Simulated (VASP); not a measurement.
Input of a VASP 6.6.1 run:

INCAR

```
SYSTEM = SnTe
PREC = Accurate
ENCUT = 520
EDIFF = 1E-7
ISMEAR = -1
SIGMA = 0.05
LREAL = .False.
LASPH = .True.
NELM = 100
ALGO = Normal
ISIF = 2
LWAVE = .False.
LCHARG = .False.
GGA = RP
NBANDS = 17
```

The input KPOINTS:

```
regular mesh
0
Gamma
  7 7 7
  0 0 0
```

File POSCAR:

```
SnTe
1.0
    0.0000000000      3.1923133075      3.1923133075
    3.1923133075      0.0000000000      3.1923133075
    3.1923133075      3.1923133075      0.0000000000
Te Sn
1 1
Direct
    0.5000000000      0.5000000000      0.5000000000
    0.0000000000      0.0000000000      0.0000000000
```

Potentials or basis: VASP PAW PBE potentials, release 64 (Te, Sn_d).

Command:

```bash
$ cat potpaw_PBE.64/Te/POTCAR potpaw_PBE.64/Sn_d/POTCAR > POTCAR
$ mpirun -np 1 vasp_std > vasp.out
```

Problem. Estimate the pressure.

Solution. 1.8 GPa.

Caveat: the PAW data sets were made with another functional, which shifts forces and pressure a little.
